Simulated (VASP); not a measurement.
# Be2S in VASP: a series of runs

Be2S is run at these levels: PBE; tasks: single point, relaxation of cell and atoms.

Program: VASP 6.6.1. These are calculated values, not measurements. Logs are shortened: lines on timing, memory, paths and dates and some standing lists are left out, and cuts for length are marked.

### Step 1. The cell of the first run

The typed cell holds 6 atoms: a = 4.542 Å, b = 4.542 Å, c = 4.542 Å, α = 119.33°, β = 119.33°, γ = 91.16°.

### Step 2. Single point, PBE

The input, INCAR:

```
SYSTEM = Be2S
ALGO = Normal
EDIFF = 1E-6
ENCUT = 520
GGA = PE
ISIF = 2
ISMEAR = 0
LASPH = .TRUE.
LCHARG = .FALSE.
LREAL = .FALSE.
LWAVE = .FALSE.
NBANDS = 19
NELM = 60
PREC = Accurate
SIGMA = 0.1
```

The input, KPOINTS:

```
k-points
0
G
  6 6 6
  0 0 0
```

The input, POSCAR:

```
Be2S
1.0
   -2.2939152662      2.2939152662      3.1788656585
    2.2939152662     -2.2939152662      3.1788656585
    2.2939152662      2.2939152662     -3.1788656585
Be S
4 2
Direct
    0.3177865830      0.1822410490      0.4999876474
    0.8177989356      0.3177865830      0.1355455340
    0.6822534016      0.8177989356      0.5000123526
    0.1822410490      0.6822534016      0.8644544660
    0.7499618473      0.7499618473      0.0000000000
    0.2499581935      0.2499581935      0.0000000000
```

Potentials or basis: VASP PAW PBE potentials, release 64 (Be, S).

Started as:

```sh
$ cat potpaw_PBE.64/Be/POTCAR potpaw_PBE.64/S/POTCAR > POTCAR
$ mpirun -np 1 vasp_std > vasp.out
```

OUTCAR:

```text
SYSTEM = Be2S
   EDIFF = 1E-6
   ENCUT = 520
   GGA = PE
   ISIF = 2
   ISMEAR = 0
   LASPH = .TRUE.
   LREAL = .FALSE.
   NELM = 60
   PREC = Accurate

 ion  position               nearest neighbor table
   1  0.318  0.182  0.500-   6 2.31   5 2.31   5 2.31   6 2.31   3 2.36   4 2.38   2 2.38   2 2.38
                             4 2.38
   2  0.818  0.318  0.136-   6 2.31   5 2.31   5 2.31   6 2.31   4 2.36   1 2.38   3 2.38   3 2.38
                             1 2.38
   3  0.682  0.818  0.500-   6 2.31   5 2.31   5 2.31   6 2.31   1 2.36   4 2.38   2 2.38   2 2.38
                             4 2.38
   4  0.182  0.682  0.864-   6 2.31   5 2.31   5 2.31   6 2.31   2 2.36   3 2.38   1 2.38   3 2.38
                             1 2.38
   5  0.750  0.750  0.000-   3 2.31   2 2.31   1 2.31   4 2.31   1 2.31   4 2.31   3 2.31   2 2.31

   6  0.250  0.250  0.000-   2 2.31   4 2.31   3 2.31   1 2.31   1 2.31   2 2.31   3 2.31   4 2.31

  LATTYP: Found a body centered tetragonal cell.
 ALAT       =     4.5878305324
 C/A-ratio  =     1.3857816395

  Lattice vectors:

 A1 = (  -2.2939152662,   2.2939152662,   3.1788656585)
 A2 = (   2.2939152662,  -2.2939152662,   3.1788656585)
 A3 = (   2.2939152662,   2.2939152662,  -3.1788656585)

Analysis of symmetry for initial positions (statically):
=====================================================================
 Subroutine PRICEL returns:
 Original cell was already a primitive cell.

 Routine SETGRP: Setting up the symmetry group for a
 body centered tetragonal supercell.

 Subroutine GETGRP returns: Found  4 space group operations
 (whereof  4 operations were pure point group operations)
 out of a pool of 16 trial point group operations.

The static configuration has the point symmetry     .

Analysis of symmetry for dynamics (positions and initial velocities):
=====================================================================
 Subroutine PRICEL returns:
 Original cell was already a primitive cell.

 Routine SETGRP: Setting up the symmetry group for a
 body centered tetragonal supercell.

 Subroutine GETGRP returns: Found  4 space group operations
 (whereof  4 operations were pure point group operations)
 out of a pool of 16 trial point group operations.

The dynamic configuration has the point symmetry     .

 Subroutine INISYM returns: Found  4 space group operations
 (whereof  4 operations are pure point group operations),
 and found     1 'primitive' translations

----------------------------------------------------------------------------------------

                                     Primitive cell

  volume of cell :      66.9094

[... 103 lines left out ...]
   ISYM   =      2    0-nonsym 1-usesym 2-fastsym
   POTIM  = 0.5000    time-step for ionic-motion
   TEBEG  =    0.0;   TEEND  =   0.0 temperature during run
   PSTRESS=    0.0 pullay stress
   NELECT =      20.0000    total number of electrons
   NUPDOWN=      -1.0000    fix difference up-down
   EMIN   =  10.00;   EMAX   =-10.00  energy-range for DOS
   EFERMI =   0.00;   METHOD = LEGACY
   ISMEAR =     0;   SIGMA  =   0.10  broadening in eV -4-tet -1-fermi 0-gaus
   EFERMI_NEDOS =   21; number of points for ismear=-14 and -15
   IALGO  =     38    algorithm
   IMIX   =      4    mixing-type and parameters
     AMIX     =   0.40;   BMIX     =  1.00
     AMIX_MAG =   1.60;   BMIX_MAG =  1.00
  volume/ion in A,a.u.               =      11.15        75.25
  Fermi-wavevector in a.u.,A,eV,Ry     =   1.094601  2.068496 16.301840  1.198151
  Thomas-Fermi vector in A             =   2.230909
   LORBIT       =      0    0 simple, 1 ext, 2 COOP (PROOUT), +10 PAW based schemes
   GGA     = PE    functional components
   LHFCALC =     F    Hartree Fock is set to
   AEXX    =    0.0000 exact exchange contribution
   IVDW    =     0    specifies the selected vdW correction
   LEPSILON=     F    determine dielectric tensor
   LRPA    =     F    only Hartree local field effects (RPA)
 non-spin polarized calculation
 Gauss-broadening in eV      SIGMA  =   0.10
  energy-cutoff  :      520.00
  volume of cell :       66.91
 maximum number of plane-waves:      1821
 NGX is ok and might be reduce to    36
   NGX = 17   NGY = 17   NGZ = 17

 number of electron      20.0000002 magnetization

 Free energy of the ion-electron system (eV)
  ---------------------------------------------------
  ext. energy  EPLUGINS =         0.00000000
  ---------------------------------------------------
  free energy    TOTEN  =       -22.78082922 eV

  energy without entropy =      -22.77291696  energy(sigma->0) =      -22.77687309

 E-fermi :   7.6586     XC(G=0): -10.5326

 val. band max:        7.5474043256   @ k =  -0.3333   0.3333   0.0000
 cond. band min:       7.6750666557   @ k =  -0.3333   0.5000   0.3333
 fundamental gap:      0.1276623301
 Fermi energy:         7.6586094220

 k-point     1 :       0.0000    0.0000    0.0000
  band No.  band energies     occupation
      1      -8.8681      2.00000
      2      -5.4648      2.00000
      3      -0.5279      2.00000
      4       1.3532      2.00000
      5       1.3532      2.00000
      6       3.0611      2.00000
[... 505 lines left out ...]
      6       2.3797      2.00000
[... 11 lines left out ...]
     18      14.6883      0.00000
     19      14.8462      0.00000

 [... further k-points ...]

------------------------ aborting loop because EDIFF is reached ----------------------------------------

  FORCE on cell =-STRESS in cart. coord.  units (eV):
  Direction    XX          YY          ZZ          XY          YZ          ZX
  --------------------------------------------------------------------------------------
  -------------------------------------------------------------------------------------
  Total       -0.0118102     -0.0118102      0.0697712     -0.0000000     -0.0000000      0.0000000
  in kB       -0.2828008     -0.2828008      1.6707060     -0.0000000     -0.0000000      0.0000000
  external PRESSURE =       0.3683681 kB  Pullay stress =       0.0000000 kB

 VOLUME and BASIS-vectors are now :
 -----------------------------------------------------------------------------
  energy-cutoff  :      520.00
  volume of cell :       66.91
      direct lattice vectors                 reciprocal lattice vectors
    -2.293915266  2.293915266  3.178865658     0.000000000  0.217967946  0.157288811
     2.293915266 -2.293915266  3.178865658     0.217967946  0.000000000  0.157288811
     2.293915266  2.293915266 -3.178865658     0.217967946  0.217967946  0.000000000

 POSITION                                       TOTAL-FORCE (eV/Angst)
 -----------------------------------------------------------------------------------
      0.83600      1.45786      0.00013        -0.004117      0.004493     -0.000093
     -0.83606      1.45792      3.17899         0.004493      0.004117     -0.000093
      1.45792      0.83606      3.17899         0.004117     -0.004493     -0.000093
      3.12997      0.83600      0.00013        -0.004493     -0.004117     -0.000093
      0.00000      0.00000      4.76806         0.000000      0.000000      0.000094
      0.00000      0.00000      1.58917         0.000000      0.000000      0.000279
 -----------------------------------------------------------------------------------
    total drift:                               -0.000000     -0.000000     -0.000010

  FREE ENERGIE OF THE ION-ELECTRON SYSTEM (eV)
  ---------------------------------------------------
  free  energy   TOTEN  =       -22.7808292229 eV

  energy  without entropy=      -22.7729169566  energy(sigma->0) =      -22.77687309
```

Run time: 18 s. Hardware: 1 thread of Intel Xeon 6975P-C (Granite Rapids), shared host; peak memory 0.2 GiB.

What came out:

- Free energy: -22.7808 eV
- Pressure: 0.0 GPa
- Largest force: 0.006 eV/Å
- Band gap on the k mesh: zero (bands 10 and 11 overlap by 2.54 eV)

Forces on the atoms (eV/Å):
```
Be  -0.004  0.004  0.000
Be   0.004  0.004  0.000
Be   0.004 -0.004  0.000
Be  -0.004 -0.004  0.000
S    0.000  0.000  0.000
S    0.000  0.000  0.000
```

### Step 3. Single point, PBE

This run uses another cell than the first one, of 11.19 Å³/atom.

The input, INCAR:

```
PREC     = Accurate       # precision mode
ENCUT    = 520            # plane-wave cutoff, eV
EDIFF    = 1E-6           # SCF threshold, eV
ISMEAR   = 0              # smearing method
SIGMA    = 0.1            # smearing width, eV
LREAL    = False          # projectors in reciprocal space
LASPH    = True           # aspherical terms in the spheres
NELM     = 60             # most SCF steps
ALGO     = Normal         # electronic algorithm
ISIF     = 2              # what is computed and relaxed
LWAVE    = False          # write WAVECAR
LCHARG   = False          # write CHGCAR
GGA      = PE             # functional
NBANDS   = 19             # bands
```

The input, KPOINTS:

```
regular mesh
0
Gamma
  12 12 12
```

The input, POSCAR:

```
Be2S
1.0
   -2.2942696484      2.2942696484      3.1898491373
    2.2942696484     -2.2942696484      3.1898491373
    2.2942696484      2.2942696484     -3.1898491373
Be S
4 2
Direct
    0.3177948682      0.1822051318      0.5000000000
    0.8177948682      0.3177948682      0.1355897365
    0.6822051318      0.8177948682      0.5000000000
    0.1822051318      0.6822051318      0.8644102635
    0.7500000000      0.7500000000      0.0000000000
    0.2500000000      0.2500000000      0.0000000000
```

Potentials or basis: VASP PAW PBE potentials, release 64 (Be, S).

Started as:

```sh
$ cat potpaw_PBE.64/Be/POTCAR potpaw_PBE.64/S/POTCAR > POTCAR
$ mpirun -np 1 vasp_std > vasp.out
```

Wall time 86 s (1 thread of Intel Xeon 6975P-C (Granite Rapids), shared host); peak memory 0.3 GiB.

The run converged. Its results:

```
Free energy            : -22.8030 eV
Pressure               : 0.0 GPa
Band gap on the k mesh : zero (bands 10 and 11 overlap by 2.54 eV)
```

Forces on the atoms (eV/Å):
```
Be   0.001 -0.001  0.000
Be  -0.001 -0.001  0.000
Be  -0.001  0.001  0.000
Be   0.001  0.001  0.000
S    0.000  0.000  0.000
S    0.000  0.000  0.000
```

Levels at points of the mesh, in eV from the Fermi level:
| k point | band 8 | band 9 | band 10 | band 11 | band 12 | band 13 |
| --- | --- | --- | --- | --- | --- | --- |
| (0.00, 0.00, 0.00) | -4.32 | -2.49 | -1.93 | -1.33 | -1.33 | 0.99 |
| (0.50, 0.00, 0.00) | -5.68 | -0.80 | -0.80 | 1.85 | 1.85 | 3.02 |
| (0.50, 0.50, 0.00) | -3.39 | -1.83 | 0.74 | 1.20 | 2.62 | 2.93 |
| (0.50, 0.50, 0.50) | -2.46 | -2.31 | 1.21 | 1.21 | 1.82 | 2.19 |

### Step 4. Relaxation of cell and atoms, PBE

The input, INCAR:

```
ALGO     = Normal         # electronic algorithm
EDIFF    = 1E-7           # SCF threshold, eV
EDIFFG   = -0.01          # ionic threshold
ENCUT    = 600            # plane-wave cutoff, eV
GGA      = PE             # functional
IBRION   = 2              # ionic algorithm
ISIF     = 3              # what is computed and relaxed
ISMEAR   = 0              # smearing method
LASPH    = T              # aspherical terms in the spheres
LCHARG   = F              # write CHGCAR
LREAL    = F              # projectors in reciprocal space
LWAVE    = F              # write WAVECAR
NELM     = 60             # most SCF steps
NSW      = 100            # ionic steps
PREC     = Accurate       # precision mode
SIGMA    = 0.1            # smearing width, eV
```

The input, KPOINTS:

```
k-points
0
Gamma
  12 12 12
```

The input, POSCAR:

```
Be2S
1.0
   -2.2939152662      2.2939152662      3.1788656585
    2.2939152662     -2.2939152662      3.1788656585
    2.2939152662      2.2939152662     -3.1788656585
Be S
4 2
Direct
    0.3177727670      0.1822272330      0.5000000000
    0.8177727670      0.3177727670      0.1355455340
    0.6822272330      0.8177727670      0.5000000000
    0.1822272330      0.6822272330      0.8644544660
    0.7500000000      0.7500000000      0.0000000000
    0.2500000000      0.2500000000      0.0000000000
```

Started as:

```sh
$ cat potpaw_PBE.64/Be/POTCAR potpaw_PBE.64/S/POTCAR > POTCAR
$ mpirun -np 1 vasp_std > vasp.out
```

Wall time 1.9 min (1 thread of Intel Xeon 6975P-C (Granite Rapids), shared host); peak memory 0.32 GiB.

Results (log left out):

| Property | Result |
| --- | --- |
| Free energy | -22.8037 eV |
| Relaxed volume | 11.19 Å³/atom |
| Relaxed cell | a = 4.550 Å, b = 4.550 Å, c = 4.550 Å, α = 119.42°, β = 119.42°, γ = 91.00° |
| Space group after relaxing (to 0.1 Å) | I4/mcm (No. 140) |
| Energy gained by relaxing | 0.1 meV/atom |
| Ionic steps | 2 |
| Pressure after relaxing | 0.0 GPa |
| Band gap on the k mesh | zero (bands 10 and 11 overlap by 2.54 eV) |

Stress tensor (GPa, compression positive):
```
-0.03  0.00  0.00
 0.00 -0.03  0.00
 0.00  0.00  0.12
```

The path:
| step | energy change (eV) | largest force (eV/Å) | pressure (GPa) | volume (Å³) |
| --- | --- | --- | --- | --- |
| 1 | 0.0000 | 0.0013 | 0.37 | 66.91 |
| 2 | -0.0007 | 0.0014 | 0.02 | 67.16 |

Final structure:
```xyz
6
Lattice="-2.2946 2.2946 3.1888 2.2946 -2.2946 3.1888 2.2946 2.2946 -3.1888" Properties=species:S:1:pos:R:3 pbc="T T T"
Be    0.8362    1.4583    0.0000
Be   -0.8362    1.4583    3.1888
Be    1.4583    0.8362    3.1888
Be    3.1308    0.8362    0.0000
S     2.2946    2.2946    1.5944
S     0.0000    0.0000    1.5944
```

Levels at points of the mesh, in eV from the Fermi level:
| k point | band 8 | band 9 | band 10 | band 11 | band 12 | band 13 |
| --- | --- | --- | --- | --- | --- | --- |
| (0.00, 0.00, 0.00) | -4.32 | -2.49 | -1.93 | -1.33 | -1.33 | 0.99 |
| (0.50, 0.00, 0.00) | -5.68 | -0.80 | -0.80 | 1.85 | 1.85 | 3.02 |
| (0.50, 0.50, 0.00) | -3.39 | -1.83 | 0.74 | 1.20 | 2.63 | 2.93 |
| (0.50, 0.50, 0.50) | -2.46 | -2.31 | 1.21 | 1.21 | 1.82 | 2.19 |

### Step 5. Overview

| task | cell | k mesh | cutoff (eV) | gap on the mesh (eV) | pressure (GPa) |
| --- | --- | --- | --- | --- | --- |
| single point | a = 4.542 Å, angles 119.3, 119.3, 91.2°, 6 atoms | 6 × 6 × 6 | 520 | none | 0.0 |
| single point | a = 4.550 Å, angles 119.4, 119.4, 91.0°, 6 atoms | 12 × 12 × 12 | 520 | none | 0.0 |
| relaxation of cell and atoms | relaxed from a = 4.542 Å, angles 119.3, 119.3, 91.2°, 6 atoms | 12 × 12 × 12 | 600 | none | 0.0 |

Alike in all rows: level PBE; potentials or basis VASP PAW PBE potentials, release 64 (Be, S); no spin polarisation; smearing gaussian 0.1 eV.

Total energies depend on the potentials used, so only differences within one code and one set of settings carry meaning.
